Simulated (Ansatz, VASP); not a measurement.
# Two plane-wave programs on KF

```
K F
1.0
     0.00000    2.65441    2.65441
     2.65441    0.00000    2.65441
     2.65441    2.65441    0.00000
K F
1 1
Cartesian
  0.0000 0.0000 0.0000
  2.6544 2.6544 2.6544
```

Alike in both runs: task single point; functional PBE; k mesh 6 × 6 × 6; no spin polarisation.

|  | VASP | Ansatz |
| --- | --- | --- |
| version | VASP 6.6.1 | Ansatz 0.2.0 |
| potentials or method | VASP PAW PBE potentials, release 64 (K_sv, F), cutoff 600 eV | scalar-relativistic, plane waves, PAW |
| occupations | gaussian, width 0.01 eV | fixed |
| valence electrons in the cell | 16 | 16 |

```csv
,VASP,Ansatz,Ansatz less VASP
gap on the k mesh at the Fermi level (eV),6.27,6.29,+0.015
least direct gap on the mesh (eV),6.27,6.29,+0.015
pressure (GPa),2.1,2.1,-0.02
```
